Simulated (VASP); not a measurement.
Runs of VASP 6.6.1 on InAs. The structure is that of space group F-43m (No. 216), or close to it. The cells are those of the table. 

```tsv
task	level	potentials or basis	cell	k mesh	cutoff (eV)	grid for exact exchange (PRECFOCK)	share of exact exchange	screening parameter	gap on the mesh (eV)	pressure (GPa)	relaxed volume (Å³/atom)
relaxation of cell and atoms	HSE06	VASP PAW PBE potentials, release 64 (In_d, As)	relaxed from a = 4.320 Å, angles 60.0°, 2 atoms	4 × 4 × 4	600	Normal	0.25	0.2079 1/Å	0.40	0.0	28.49
single point	HSE06	VASP PAW PBE potentials, release 64 (In_d, As)	a = 4.322 Å, angles 60.0°, 2 atoms	4 × 4 × 4	520	Normal	0.25	0.2079 1/Å	0.39	-0.2	-
relaxation of cell and atoms	r2SCAN	VASP PAW PBE potentials, release 64 (In_d, As)	relaxed from a = 4.376 Å, angles 60.0°, 2 atoms	6 × 6 × 6	600	-	-	-	(b)	0.0	28.52
single point	r2SCAN	VASP PAW PBE potentials, release 64 (In_d, As)	a = 4.320 Å, angles 60.0°, 2 atoms	6 × 6 × 6	520	-	-	-	(a)	0.0	-
relaxation of cell and atoms	LDA	VASP PAW LDA potentials, release 64 (In_d, As)	relaxed from a = 4.376 Å, angles 60.0°, 2 atoms	6 × 6 × 6	600	-	-	-	none	0.0	27.47
single point	LDA	VASP PAW LDA potentials, release 64 (In_d, As)	a = 4.263 Å, angles 60.0°, 2 atoms	6 × 6 × 6	520	-	-	-	none	0.1	-
```

Alike in all rows: no spin polarisation; smearing fermi-dirac 0.02 eV.

Q: Estimate the missing entries.

A: (a) 0.08; (b) 0.07.

Caveats: some runs use coarse meshes; spin-orbit coupling is left out, which moves the levels of the heavy elements; the PAW data sets were made with another functional, which shifts forces and pressure a little (at least some runs); semilocal functionals underestimate gaps, so a narrow gap can read as zero (at least some runs).

A k mesh can miss the band edges, and the runs leave out spin-orbit coupling on As, In.

A gap of «none» marks levels without a gap at the run's occupations.
